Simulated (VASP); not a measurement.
Input of a VASP 6.6.1 run:

The input INCAR:

```
PREC = Accurate
ENCUT = 520
EDIFF = 1E-6
ISMEAR = 0
SIGMA = 0.1
LREAL = False
LASPH = True
NELM = 80
ALGO = Normal
ISIF = 2
LWAVE = False
LCHARG = False
GGA = PE
NBANDS = 7
```

KPOINTS

```
regular mesh
0
Gamma
  14 14 14
```

The input POSCAR:

```
Mg
1.0
    0.0000000000      2.3596332010      2.3596332010
    2.3259693610      0.0000000000      2.3596332010
    2.3259693610      2.3596332010      0.0000000000
Mg
1
Direct
    0.0000000000      0.0000000000      0.0000000000
```

Potentials or basis: VASP PAW PBE potentials, release 64 (Mg).

Run with:

```sh
$ cat potpaw_PBE.64/Mg/POTCAR > POTCAR
$ mpirun -np 1 vasp_std > vasp.out
```

**Question.** What does it give for the pressure?

**Answer.** -3.3 GPa.

**Question.** Predict the band gap on the k mesh.

**Answer.** Zero (bands 1 and 2 overlap by 2.37 eV).

Stress tensor (GPa, compression positive):
```
-2.89  0.00  0.00
 0.00 -3.44  0.00
 0.00  0.00 -3.44
```

Caveat: the cell differs from its parent crystal (strained); the cell stands under tension.
